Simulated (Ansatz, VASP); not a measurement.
## One calculation of GaAs, two programs

File INCAR:

```
SYSTEM = GaAs
ALGO     = Normal         ! electronic algorithm
EDIFF    = 1E-6           ! SCF threshold, eV
ENCUT    = 520            ! plane-wave cutoff, eV
GGA      = PS             ! functional
GGA_COMPAT= .FALSE.      
ISIF     = 2              ! what is computed and relaxed
ISMEAR   = -1             ! smearing method
LASPH    = .TRUE.         ! aspherical terms in the spheres
LCHARG   = .FALSE.        ! write CHGCAR
LORBIT   = 11             ! projections on sites
LORBMOM  = .TRUE.       
LREAL    = .FALSE.        ! projectors in reciprocal space
LSORBIT  = .TRUE.         ! spin-orbit coupling
LWAVE    = .FALSE.        ! write WAVECAR
MAGMOM   = 0 0 0 0 0 0    ! initial moments
NBANDS   = 30             ! bands
NELM     = 150            ! most SCF steps
PREC     = Accurate       ! precision mode
SIGMA    = 0.01           ! smearing width, eV
```

KPOINTS

```
k-points
0
G
  8 8 8
  0 0 0
```

File POSCAR:

```
GaAs
1.0
    0.0000000000      2.8290523326      2.8431975943
    2.8290523326      0.0000000000      2.8431975943
    2.8290523326      2.8290523326      0.0000000000
Ga As
1 1
Direct
    0.0000000000      0.0000000000      0.0000000000
    0.7500000000      0.7500000000      0.7500000000
```

Input for Ansatz:

```yaml
crystal:
  lattice:
    - [0.0, 2.82905233261, 2.84319759427]
    - [2.82905233261, 0.0, 2.84319759427]
    - [2.82905233261, 2.82905233261, 0.0]
  atoms:
    - { symbol: Ga, position: [0.0, 0.0, 0.0] }
    - { symbol: As, position: [0.75, 0.75, 0.75] }
kpoints:
  mp_grid: { grid: [8, 8, 8] }
scf:
  occupations: { method: fermi_dirac, width: 0.01 }
  convergence: { dr2_threshold: 1.0e-10 }
hamiltonian:
  xc: pbesol
  pseudopotentials: { kind: all_electron, lapw: { basis_error: 0.0005 } }
magnetization:
  noncollinear: true
  spin_orbit: true
output:
  forces: true
  stress: true
  eigenstates:
    kpoints:
      - [0.0, 0.0, 0.0]
      - [0.0, -0.5, 0.0]
      - [-0.5, 0.0, 0.0]
      - [0.0, 0.0, -0.5]
      - [-0.5, -0.5, -0.5]
      - [0.5, 0.5, 0.0]
      - [0.5, 0.0, 0.5]
      - [0.0, 0.5, 0.5]
  eigenvalues: true
```

Change from the starting cell: z stretched by +0.5 %, x and y held.

Alike in both runs: task single point; functional PBEsol; k mesh 8 × 8 × 8; occupations fermi-dirac, width 0.01 eV; non-collinear spin, spin-orbit coupling.

|  | VASP | Ansatz |
| --- | --- | --- |
| version | VASP 6.6.1 | Ansatz 0.2.0 |
| potentials or method | VASP PAW PBE potentials, release 64 (Ga_d, As), cutoff 520 eV | all-electron LAPW |

|  | VASP | Ansatz | Ansatz less VASP |
| --- | --- | --- | --- |
| pressure (GPa) | -0.2 | -0.3 | -0.14 |
| traceless stress, the component that is largest in VASP (GPa) | -0.20 | -0.20 | -0.001 |
| net moment per atom (μB) | 0.00 | 0.00 | 0.000 |

VASP's potentials were made for PBE, not for PBEsol. Ansatz ran all-electron here, and VASP with PAW potentials.
